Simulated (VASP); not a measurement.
GaCo:

```
CELL_PARAMETERS angstrom
2.87800 0.00000 0.00000
0.00000 2.87800 0.00000
0.00000 0.00000 2.87800
ATOMIC_POSITIONS crystal
Ga 0.50000 0.50000 0.50000
Co 0.00000 0.00000 0.00000
```

Base run:

| Quantity | Value |
| --- | --- |
| Program | VASP 6.6.1 |
| Functional | LDA |
| Potentials or basis | VASP PAW LDA potentials, release 64 (Ga_d, Co) |
| Cutoff | 520 eV |
| k mesh | 11 × 11 × 11 |
| Occupations | fermi-dirac, width 0.08 eV |
| Spin | collinear spin, ferromagnetic start |
| Starting moments | [0.0, 0.2] μB |
| Fixed moment | 0.2 μB |

Its results: pressure -12.6 GPa; site moments Ga -0.01; Co +0.21 μB.

**Question.** The run is repeated on the same cell with these changes: fixed moment from 0.2 μB to 1 μB; moments at the start from [0.0, 0.2] to [0.0, 1.0]. What comes out?

**Answer.** Pressure -8.3 GPa; site moments Ga -0.00; Co +0.99 μB.

Caveats: the cell stands under tension; the total moment is fixed, so each spin has its own Fermi level and the state may be an excited one.
